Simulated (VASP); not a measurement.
Br, 1 atom in the cell. Symmetry: P6/mmm, No. 191, hexagonal system. The conventional cell has a = 3.784 Å, b = 3.784 Å, c = 2.590 Å, α = 90.00°, β = 90.00°, γ = 120.00°. Within 3.4 Å of Br (site symmetry 6/mmm) lie 2 Br at 2.59 Å.  This cell differs from its parent crystal: volume scaled by 0.9.

- Program: VASP 6.6.1
- Task: single point
- Functional: PBE
- Potentials or basis: VASP PAW PBE potentials, release 64 (Br)
- Cutoff: 520 eV
- k mesh: 15 × 15 × 14
- Occupations: fermi-dirac, width 0.1 eV
- Spin: no spin polarisation
- Dipole correction: no
- Further INCAR settings: ALGO = Normal; EDIFF = 1e-06; NBANDS = 10

Potentials or basis: VASP PAW PBE potentials, release 64 (Br).

Launch:

```console
$ cat potpaw_PBE.64/Br/POTCAR > POTCAR
$ mpirun -np 1 vasp_std > vasp.out
```

Hardware: 1 thread of Intel(R) Xeon(R) Platinum 8488C (Sapphire Rapids), with other jobs on the host.

Q: How long does it take, and how much memory?

A: It took 50 s on 1 thread of Intel(R) Xeon(R) Platinum 8488C (Sapphire Rapids) (shared host), peak memory 0.18 GiB. Counts: scf iterations 11, k points 216.
